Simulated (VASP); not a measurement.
# Cr (Cmcm) in VASP: notebook, part 2 of 2

VASP 6.6.1. The steps go on from the part before.

### 3 Single point, PBEsol, collinear spin, antiferromagnetic start

File INCAR:

```
PREC     = Accurate       # precision mode
ENCUT    = 520            # plane-wave cutoff, eV
EDIFF    = 1E-6           # SCF threshold, eV
ISMEAR   = -1             # smearing method
SIGMA    = 0.05           # smearing width, eV
LREAL    = False          # projectors in reciprocal space
LASPH    = True           # aspherical terms in the spheres
NELM     = 150            # most SCF steps
ALGO     = Fast           # electronic algorithm
ISIF     = 2              # what is computed and relaxed
LWAVE    = False          # write WAVECAR
LCHARG   = False          # write CHGCAR
ISPIN    = 2              # spin polarisation
MAGMOM   = 3 -3           # initial moments
LORBIT   = 11             # projections on sites
LMAXMIX  = 4              # l up to which the mixer works
GGA      = PS             # functional
NBANDS   = 23             # bands
```

File KPOINTS:

```
regular mesh
0
Gamma
  13 13 7
```

File POSCAR:

```
Cr
1.0
    1.1470505050     -2.4670251200      0.0000000000
    1.1470505050      2.4670251200      0.0000000000
    0.0000000000      0.0000000000      4.0643107400
Cr
2
Direct
    0.8705325800      0.1294674200      0.7500000000
    0.1294674200      0.8705325800      0.2500000000
```

Potentials or basis: VASP PAW PBE potentials, release 64 (Cr_pv).

The run is started by

```sh
$ cat potpaw_PBE.64/Cr_pv/POTCAR > POTCAR
$ mpirun -np 1 vasp_std > vasp.out
```

OUTCAR:

```text
PREC = Accurate
   ENCUT = 520
   EDIFF = 1E-6
   ISMEAR = -1
   LREAL = False
   LASPH = True
   NELM = 150
   ISIF = 2
   ISPIN = 2
   LORBIT = 11
   GGA = PS

 ion  position               nearest neighbor table
   1  0.871  0.129  0.750-   2 2.40   2 2.40   2 2.62   2 2.62   2 2.62   2 2.62
   2  0.129  0.871  0.250-   1 2.40   1 2.40   1 2.62   1 2.62   1 2.62   1 2.62

  LATTYP: Found a base centered orthorhombic cell.
 ALAT       =     2.2941010100
 B/A-ratio  =     2.1507554456
 C/A-ratio  =     1.7716354782

  Lattice vectors:

[... 1468 lines left out ...]
  external PRESSURE =     -21.4809871 kB  Pullay stress =       0.0000000 kB

 VOLUME and BASIS-vectors are now :
 -----------------------------------------------------------------------------
  energy-cutoff  :      520.00
  volume of cell :       23.00
      direct lattice vectors                 reciprocal lattice vectors
     1.147050505 -2.467025120  0.000000000     0.435900597 -0.202673250  0.000000000
     1.147050505  2.467025120  0.000000000     0.435900597  0.202673250  0.000000000
     0.000000000  0.000000000  4.064310740     0.000000000  0.000000000  0.246044179

 POSITION                                       TOTAL-FORCE (eV/Angst)
 -----------------------------------------------------------------------------------
      1.14705     -1.82823      3.04823         0.000000      0.179447      0.000000
      1.14705      1.82823      1.01608         0.000000     -0.179447     -0.000000
 -----------------------------------------------------------------------------------
    total drift:                               -0.000000     -0.000000      0.000000

  FREE ENERGIE OF THE ION-ELECTRON SYSTEM (eV)
  ---------------------------------------------------
  free  energy   TOTEN  =       -19.8188424903 eV

  energy  without entropy=      -19.7950373719  energy(sigma->0) =      -19.80693993

 total charge

# of ion       s       p       d       tot
------------------------------------------
    1        0.434   6.394   4.280  11.109
    2        0.434   6.394   4.280  11.109
--------------------------------------------------
tot          0.869  12.789   8.559  22.217

 magnetization (x)

# of ion       s       p       d       tot
------------------------------------------
    1        0.000   0.000   0.000   0.000
    2       -0.000  -0.000  -0.000  -0.000
--------------------------------------------------
tot          0.000   0.000   0.000   0.000
```

stdout:

```text
POSCAR found type information on POSCAR Cr
 POSCAR found :  1 types and       2 ions
 scaLAPACK will be used
 -----------------------------------------------------------------------------
|                                                                             |
|                                                                             |
|     You enforced a specific xc type in the INCAR file but a different       |
|     I HOPE YOU KNOW WHAT YOU ARE DOING!                                     |
|                                                                             |
 -----------------------------------------------------------------------------

 LDA part: xc-table for (Slater+PW92), standard interpolation
 POSCAR, INCAR and KPOINTS ok, starting setup
 FFT: planning ... GRIDC
 FFT: planning ... GRID_SOFT
 FFT: planning ... GRID
 WAVECAR not read
 entering main loop
```

Wall time 5.8 min (1 thread of Intel Xeon 8259CL, shared host); peak memory 0.26 GiB.

What came out:

```
Free energy                                           : -19.8188 eV
Pressure                                              : -2.1 GPa
Largest force                                         : 0.179 eV/Å
Band gap on the k mesh                                : zero (filled and empty bands overlap)
Net moment                                            : 0.00 μB per cell
Valence electrons inside the program's atomic spheres : Cr 11.11
```

Forces in eV/Å, atoms in the order of the input:
```
Cr   0.000  0.179  0.000
Cr   0.000 -0.179  0.000
```

Stress tensor (GPa, compression positive):
```
-2.90  0.00  0.00
 0.00 -4.95  0.00
 0.00  0.00  1.40
```

Levels at points of the mesh, in eV from the Fermi level:
Spin up:
```csv
k point,band 10,band 11,band 12,band 13,band 14,band 15
"(0.00, 0.00, 0.00)",-1.92,-0.86,0.17,1.01,1.02,1.05
```
Spin down:
```
           k point  band 9  band 10  band 11  band 12  band 13  band 14  band 15  band 16
(0.00, 0.00, 0.00)   -2.16    -1.92    -0.86     0.17     1.01     1.02     1.05     1.70
```

Caveat: an empty level that is flat over the whole mesh can mark a ghost state of the potentials, or a narrow d or f band; the PAW data sets were made with another functional, which shifts forces and pressure a little.
